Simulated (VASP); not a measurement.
## Zn: single point with LDA

The system is Zn.

```
CELL_PARAMETERS angstrom
-1.52197 1.52197 1.56904
1.52197 -1.52197 1.56904
1.52197 1.52197 -1.56904
ATOMIC_POSITIONS crystal
Zn 0.00000 0.00000 0.00000
```

This cell differs from its parent crystal: strain -0.030 along x and y, +0.000 along z.

* Program: VASP 6.6.1
* Task: single point
* Functional: LDA
* Potentials or basis: VASP PAW LDA potentials, release 64 (Zn)
* Cutoff: 520 eV
* k mesh: 22 × 22 × 22
* Occupations: gaussian, width 0.15 eV
* Spin: no spin polarisation

* Pressure: -4.3 GPa
* Band gap on the k mesh: zero (band 6 reaches 7.01 eV, above the bottom of band 7 at 2.27 eV)

Stress tensor (GPa, compression positive):
```
-4.81  0.00  0.00
 0.00 -4.81  0.00
 0.00  0.00 -3.19
```

Levels at points of the mesh, in eV from the Fermi level:
```
           k point  band 4  band 5  band 6  band 7  band 8  band 9
(0.00, 0.00, 0.00)   -8.03   -7.53   -7.48   19.41   19.73   19.73
(0.50, 0.00, 0.00)   -7.47   -7.14   -2.99   -1.10   11.82   13.29
(0.50, 0.50, 0.00)   -7.45   -7.13   -2.81   -0.78   11.14   12.49
(0.50, 0.50, 0.50)   -7.22   -7.22    3.55    4.50    4.50    7.63
```

It took 72 s on 1 thread of AMD EPYC 9R14 (Zen 4), on a shared host, peak memory 0.2 GiB.

Caveat: the cell differs from its parent crystal (strain -0.030 along x and y, +0.000 along z).
